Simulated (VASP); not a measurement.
# FeCo (Pm-3m) in VASP: single point with PBE

Aim: the single point of FeCo with PBE.

Program: VASP 6.6.1. These are calculated values, not measurements. Logs are shortened: lines on timing, memory, paths and dates and some standing lists are left out, and cuts for length are marked.

### Step 1. The cell of the first run

The structure is cubic, space group Pm-3m (No. 221). Conventional cell: a = 2.772 Å, b = 2.772 Å, c = 2.772 Å, α = 90.00°, β = 90.00°, γ = 90.00°. Within 3.2 Å of Co (site symmetry m-3m) lie 8 Fe at 2.40 Å and 6 Co at 2.77 Å. Within 3.2 Å of Fe (site symmetry m-3m) lie 8 Co at 2.40 Å and 6 Fe at 2.77 Å.

### Step 2. Single point, PBE, non-collinear spin, typed start

File INCAR:

```
PREC = Accurate ; ENCUT = 600
EDIFF = 1E-6 ; ISMEAR = 0
SIGMA = 0.05 ; LREAL = F
LASPH = T ; NELM = 200
ALGO = Normal ; ISIF = 2
LWAVE = F ; LCHARG = T
LNONCOLLINEAR = T ; MAGMOM = 0 0 2.4 0 0 2.8
LORBIT = 11 ; LMAXMIX = 4
GGA = PE ; LVHAR = T
NBANDS = 29 ; GGA_COMPAT = F
```

File KPOINTS:

```
regular mesh
0
Gamma
  1 1 1
```

File POSCAR:

```
FeCo
1.0
    2.7718452000      0.0000000000      0.0000000000
    0.0000000000      2.7718452000      0.0000000000
    0.0000000000      0.0000000000      2.7718452000
Co Fe
1 1
Direct
    0.0000000000      0.0000000000      0.0000000000
    0.5000000000      0.5000000000      0.5000000000
```

Potentials or basis: VASP PAW PBE potentials, release 64 (Co, Fe).

Launch:

```
$ cat potpaw_PBE.64/Co/POTCAR potpaw_PBE.64/Fe/POTCAR > POTCAR
$ mpirun -np 1 vasp_ncl > vasp.out
```

OUTCAR:

```text
PREC = Accurate
   ENCUT = 600
   EDIFF = 1E-6
   ISMEAR = 0
   LREAL = F
   LASPH = T
   NELM = 200
   ISIF = 2
   LNONCOLLINEAR = T
   LORBIT = 11
   GGA = PE

 ion  position               nearest neighbor table
   1  0.000  0.000  0.000-   2 2.40   2 2.40   2 2.40   2 2.40   2 2.40   2 2.40   2 2.40   2 2.40

   2  0.500  0.500  0.500-   1 2.40   1 2.40   1 2.40   1 2.40   1 2.40   1 2.40   1 2.40   1 2.40

  LATTYP: Found a simple cubic cell.
 ALAT       =     2.7718452000

  Lattice vectors:

 A1 = (   2.7718452000,   0.0000000000,   0.0000000000)
 A2 = (   0.0000000000,   2.7718452000,   0.0000000000)
 A3 = (   0.0000000000,   0.0000000000,   2.7718452000)

Analysis of symmetry for initial positions (statically):
=====================================================================
 Subroutine PRICEL returns:
 Original cell was already a primitive cell.

 Routine SETGRP: Setting up the symmetry group for a
 simple cubic supercell.

 Subroutine GETGRP returns: Found 48 space group operations
 (whereof 48 operations were pure point group operations)
 out of a pool of 48 trial point group operations.

The static configuration has the point symmetry O_h .

Analysis of symmetry for dynamics (positions and initial velocities):
=====================================================================
 Subroutine PRICEL returns:
 Original cell was already a primitive cell.

 Routine SETGRP: Setting up the symmetry group for a
 simple cubic supercell.

 Subroutine GETGRP returns: Found 48 space group operations
 (whereof 48 operations were pure point group operations)
 out of a pool of 48 trial point group operations.

The dynamic configuration has the point symmetry O_h .

Analysis of structural, dynamic, and magnetic symmetry:
=====================================================================
 Subroutine PRICEL returns:
 Original cell was already a primitive cell.

 Routine SETGRP: Setting up the symmetry group for a
 simple cubic supercell.

 Subroutine GETGRP returns: Found  8 space group operations
 (whereof  8 operations were pure point group operations)
 out of a pool of 48 trial point group operations.

The overall configuration has the point symmetry C_4h.

 Subroutine INISYM returns: Found  8 space group operations
 (whereof  8 operations are pure point group operations),
 and found     1 'primitive' translations

----------------------------------------------------------------------------------------

                                     Primitive cell

  volume of cell :      21.2964

  direct lattice vectors                    reciprocal lattice vectors
     2.771845200  0.000000000  0.000000000     0.360770508  0.000000000  0.000000000
     0.000000000  2.771845200  0.000000000     0.000000000  0.360770508  0.000000000
     0.000000000  0.000000000  2.771845200     0.000000000  0.000000000  0.360770508

  length of vectors
     2.771845200  2.771845200  2.771845200     0.360770508  0.360770508  0.360770508

  position of ions in fractional coordinates (direct lattice)
     0.000000000  0.000000000  0.000000000
     0.500000000  0.500000000  0.500000000

  ion indices of the primitive-cell ions
   primitive index   ion index
                 1           1
                 2           2

----------------------------------------------------------------------------------------

 KPOINTS: regular mesh

Automatic generation of k-mesh.
 Grid dimensions read from file:
 generate k-points for:    1    1    1

 Generating k-lattice:

  Cartesian coordinates                     Fractional coordinates (reciprocal lattice)
     0.360770508  0.000000000  0.000000000     1.000000000  0.000000000  0.000000000
     0.000000000  0.360770508  0.000000000     0.000000000  1.000000000  0.000000000
     0.000000000  0.000000000  0.360770508     0.000000000  0.000000000  1.000000000

  Length of vectors
     0.360770508  0.360770508  0.360770508

  Shift w.r.t. Gamma in fractional coordinates (k-lattice)
     0.000000000  0.000000000  0.000000000

 Subroutine IBZKPT returns following result:
 ===========================================

 Found      1 irreducible k-points:

 Following reciprocal coordinates:
            Coordinates               Weight
  0.000000  0.000000  0.000000      1.000000
   k-points           NKPTS =      1   k-points in BZ     NKDIM =      1   number of bands    NBANDS=     29
   number of dos      NEDOS =    301   number of ions     NIONS =      2
   total plane-waves  NPLWV =  13824
   dimension x,y,z NGX =    24 NGY =   24 NGZ =   24
   dimension x,y,z NGXF=    48 NGYF=   48 NGZF=   48
   ions per type =               1   1
   NGX,Y,Z   is equivalent  to a cutoff of  14.39, 14.39, 14.39 a.u.
   NGXF,Y,Z  is equivalent  to a cutoff of  28.79, 28.79, 28.79 a.u.
 SYSTEM =  unknown system
   PREC   = accura    normal or accurate (medium, high low for compatibility)
   ISTART =      0    job   : 0-new  1-cont  2-samecut
   ICHARG =      2    charge: 1-file 2-atom 10-const
   ISPIN  =      1    spin polarized calculation?
   LNONCOLLINEAR =      T non collinear calculations
   LSORBIT =      F    spin-orbit coupling
   LASPH  =      T    aspherical Exc in radial PAW
   ENCUT  =  600.0 eV  44.10 Ry    6.64 a.u.   5.54  5.54  5.54*2*pi/ulx,y,z
   NELM   =    200;   NELMIN=  2; NELMDL= -5     # of ELM steps
   EDIFF  = 0.1E-05   stopping-criterion for ELM
   LREAL  =      F    real-space projection
   EDIFFG = 0.1E-04   stopping-criterion for IOM
   NSW    =      0    number of steps for IOM
   IBRION =     -1    ionic relax: 0-MD 1-quasi-New 2-CG
   NFREE  =      0    steps in history (QN), initial steepest desc. (CG)
   ISIF   =      2    stress and relaxation
   ISYM   =      2    0-nonsym 1-usesym 2-fastsym
   POTIM  = 0.5000    time-step for ionic-motion
   TEBEG  =    0.0;   TEEND  =   0.0 temperature during run
   PSTRESS=    0.0 pullay stress
   NELECT =      17.0000    total number of electrons
   NUPDOWN=      -1.0000    fix difference up-down
   EMIN   =  10.00;   EMAX   =-10.00  energy-range for DOS
   EFERMI =   0.00;   METHOD = LEGACY
   ISMEAR =     0;   SIGMA  =   0.05  broadening in eV -4-tet -1-fermi 0-gaus
   EFERMI_NEDOS =   21; number of points for ismear=-14 and -15
   IALGO  =     38    algorithm
   IMIX   =      4    mixing-type and parameters
     AMIX     =   0.40;   BMIX     =  1.00
     AMIX_MAG =   1.60;   BMIX_MAG =  1.00
  volume/ion in A,a.u.               =      10.65        71.86
  Fermi-wavevector in a.u.,A,eV,Ry     =   1.518642  2.869818 31.378770  2.306275
  Thomas-Fermi vector in A             =   2.627735
   LORBIT       =     11    0 simple, 1 ext, 2 COOP (PROOUT), +10 PAW based schemes
   GGA     = PE    functional components
   LHFCALC =     F    Hartree Fock is set to
   AEXX    =    0.0000 exact exchange contribution
   IVDW    =     0    specifies the selected vdW correction
   LEPSILON=     F    determine dielectric tensor
   LRPA    =     F    only Hartree local field effects (RPA)
 Gauss-broadening in eV      SIGMA  =   0.05
  energy-cutoff  :      600.00
  volume of cell :       21.30
 maximum number of plane-waves:      1478
 NGX is ok and might be reduce to    24
   NGX = 11   NGY = 11   NGZ = 11

 number of electron      17.0000002 magnetization      -0.0000000     -0.0000000      5.0000002

 number of electron      17.0000002 magnetization       0.0000000      0.0000000      4.9999998

 number of electron      17.0000002 magnetization      -0.0000000      0.0000000      5.0000001

 Free energy of the ion-electron system (eV)
  ---------------------------------------------------
  ext. energy  EPLUGINS =         0.00000000
  ---------------------------------------------------
  free energy    TOTEN  =       -21.91275012 eV

  energy without entropy =      -21.91275012  energy(sigma->0) =      -21.91275012

 E-fermi :   9.9396     XC(G=0): -13.3028

 val. band max:        9.6256097743   @ k =   0.0000   0.0000   0.0000
 cond. band min:      11.1400091298   @ k =   0.0000   0.0000   0.0000
 fundamental gap:      1.5143993554
 Fermi energy:         9.9395936069

 k-point     1 :       0.0000    0.0000    0.0000
  band No.  band energies     occupation
      1      -0.4195      1.00000
      2      -0.1487      1.00000
      3       4.1170      1.00000
      4       4.1182      1.00000
      5       5.8195      1.00000
      6       5.8208      1.00000
[... 21 lines left out ...]
     28      19.2046      0.00000
     29      25.1652      0.00000

------------------------ aborting loop because EDIFF is reached ----------------------------------------

  FORCE on cell =-STRESS in cart. coord.  units (eV):
  Direction    XX          YY          ZZ          XY          YZ          ZX
  --------------------------------------------------------------------------------------
  -------------------------------------------------------------------------------------
  Total       -1.5317114     -1.5317114     -1.5357755     -0.0000001     -0.0000000      0.0000000
  in kB     -115.2339915   -115.2339915   -115.5397426     -0.0000061     -0.0000000      0.0000000
  external PRESSURE =    -115.3359086 kB  Pullay stress =       0.0000000 kB

 VOLUME and BASIS-vectors are now :
 -----------------------------------------------------------------------------
  energy-cutoff  :      600.00
  volume of cell :       21.30
      direct lattice vectors                 reciprocal lattice vectors
     2.771845200  0.000000000  0.000000000     0.360770508  0.000000000  0.000000000
     0.000000000  2.771845200  0.000000000     0.000000000  0.360770508  0.000000000
     0.000000000  0.000000000  2.771845200     0.000000000  0.000000000  0.360770508

 POSITION                                       TOTAL-FORCE (eV/Angst)
 -----------------------------------------------------------------------------------
      0.00000      0.00000      0.00000         0.000000      0.000000      0.000000
      1.38592      1.38592      1.38592         0.000000      0.000000      0.000000
 -----------------------------------------------------------------------------------
    total drift:                                0.000000     -0.000000     -0.000000

  FREE ENERGIE OF THE ION-ELECTRON SYSTEM (eV)
  ---------------------------------------------------
  free  energy   TOTEN  =       -21.9127501233 eV

  energy  without entropy=      -21.9127501233  energy(sigma->0) =      -21.91275012

 total charge

# of ion       s       p       d       tot
------------------------------------------
    1        0.764   0.000   7.734   8.499
    2        0.776   0.000   6.657   7.433
--------------------------------------------------
tot          1.540   0.000  14.391  15.932

 magnetization (x)

# of ion       s       p       d       tot
------------------------------------------
    1        0.000   0.000   0.000   0.000
    2       -0.000   0.000   0.000  -0.000
--------------------------------------------------
tot         -0.000   0.000   0.000   0.000

 magnetization (y)

# of ion       s       p       d       tot
------------------------------------------
    1       -0.000   0.000  -0.000  -0.000
    2        0.000   0.000   0.000   0.000
--------------------------------------------------
tot          0.000   0.000  -0.000  -0.000

 magnetization (z)

# of ion       s       p       d       tot
------------------------------------------
    1       -0.006  -0.000   1.943   1.936
    2        0.005  -0.000   2.992   2.997
--------------------------------------------------
tot         -0.002  -0.000   4.935   4.933
```

It took 61 s on 1 thread of AMD EPYC 7R43 (Zen 3), shared host; peak memory 0.16 GiB.

Results:

```yaml
Free_energy: -21.9128 eV
Pressure: -11.5 GPa
Net_moment: 5.00 μB per cell
Valence_electrons_inside_the_program's_atomic_spheres: Co 8.50; Fe 7.43
```

Levels at points of the mesh, in eV from the Fermi level:
```
           k point  band 15  band 16  band 17  band 18  band 19  band 20
(0.00, 0.00, 0.00)    -0.31    -0.31    -0.31     1.20     1.20     2.46
```

Moments on the atoms (μB; x, y, z):
```
Co  0.00 0.00 1.94
Fe  0.00 0.00 3.00
```

Caveat: the k points lie up to 2.27 Å⁻¹ apart.
